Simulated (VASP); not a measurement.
Input of a VASP 6.6.1 run:

Contents of INCAR:

```
  ALGO = Fast
  EDIFF = 1E-7
  ENCUT = 520
  GGA = PE
  ISIF = 2
  ISMEAR = 0
  LASPH = T
  LCHARG = F
  LREAL = F
  LWAVE = F
  NBANDS = 18
  NELM = 100
  PREC = Accurate
  SIGMA = 0.15
```

File KPOINTS:

```
k-points
0
Gamma
  16 16 16
```

The input POSCAR:

```
ZnCu
1.0
    2.9450000000      0.0000000000      0.0000000000
    0.0000000000      2.9450000000      0.0000000000
    0.0000000000      0.0000000000      2.9450000000
Zn Cu
1 1
Direct
    0.4828461295      0.4828461295      0.4828461295
    0.0000000000      0.0000000000      0.0000000000
```

Potentials or basis: VASP PAW PBE potentials, release 64 (Zn, Cu).

Launch:

```sh
$ cat potpaw_PBE.64/Zn/POTCAR potpaw_PBE.64/Cu/POTCAR > POTCAR
$ mpirun -np 1 vasp_std > vasp.out
```

Task: What does it give for the largest force?

Result: 0.435 eV/Å.

Task: Predict the band gap on the k mesh.

Result: Zero (an odd number of electrons rules out a gap without spin polarisation).

Stress tensor (GPa, compression positive):
```
3.39 0.30 0.30
0.30 3.39 0.30
0.30 0.30 3.39
```

Caveat: the cell differs from its parent crystal (all Zn atoms moved +0.087 Å, as atom 1 towards its neighbour atom 2 (Cu) at 2.550 Å); the cell stands under pressure.
